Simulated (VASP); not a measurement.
Wanted: the native input for a VASP 6.6.1 run.

```yaml
Task: relaxation of cell and atoms
Functional: PBE
Potentials_or_basis: VASP PAW PBE potentials, release 64 (Na_pv, B)
Cutoff: 600 eV
k_mesh: 10 × 10 × 10
Occupations: gaussian, width 0.1 eV
Spin: no spin polarisation
Dipole_correction: no
Further_INCAR_settings: ALGO = Fast; EDIFF = 1e-06; IBRION = 2; EDIFFG = -0.01; NSW = 100; ISIF = 3
```

The structure of NaB12 lies in POSCAR:

```
NaB12
1.0
    0.0000000000      3.7364442769      3.7364442769
    3.7364442769      0.0000000000      3.7364442769
    3.7364442769      3.7364442769      0.0000000000
Na B
1 12
Direct
    0.0000000000      0.0000000000      0.0000000000
    0.8359042413      0.1640957587      0.5000000000
    0.1640957587      0.8359042413      0.5000000000
    0.5000000000      0.8359042413      0.1640957587
    0.1640957587      0.5000000000      0.5000000000
    0.5000000000      0.5000000000      0.8359042413
    0.5000000000      0.5000000000      0.1640957587
    0.5000000000      0.8359042413      0.5000000000
    0.1640957587      0.5000000000      0.8359042413
    0.8359042413      0.5000000000      0.5000000000
    0.5000000000      0.1640957587      0.5000000000
    0.8359042413      0.5000000000      0.1640957587
    0.5000000000      0.1640957587      0.8359042413
```

The cell was generated, and may not be a known phase.

The input as run:

INCAR

```
PREC = Accurate
ENCUT = 600
EDIFF = 1E-6
ISMEAR = 0
SIGMA = 0.1
LREAL = False
LASPH = True
NELM = 80
ALGO = Fast
ISIF = 3
LWAVE = False
LCHARG = False
GGA = PE
IBRION = 2
NSW = 100
EDIFFG = -0.01
```

KPOINTS

```
Automatic mesh
0
Gamma
  10 10 10
```

Potentials or basis: VASP PAW PBE potentials, release 64 (Na_pv, B).

The run is started by

```bash
$ cat potpaw_PBE.64/Na_pv/POTCAR potpaw_PBE.64/B/POTCAR > POTCAR
$ mpirun -np 1 vasp_std > vasp.out
```

Results of the run:

The relaxed volume is 8.05 Å³/atom. The relaxed cell is a = 5.289 Å, b = 5.289 Å, c = 5.289 Å, α = 60.00°, β = 60.00°, γ = 60.00°. The space group after relaxing (to 0.1 Å) is Fm-3m (No. 225) and the energy gained by relaxing is 0.1 meV/atom. The ionic steps are 3. The pressure after relaxing is 0.0 GPa and the band gap on the k mesh is zero (an odd number of electrons rules out a gap without spin polarisation).

It took 6.8 min on 1 thread of Oxide Virtual Turin-like Processor, with other jobs on the host, peak memory 0.3 GiB.
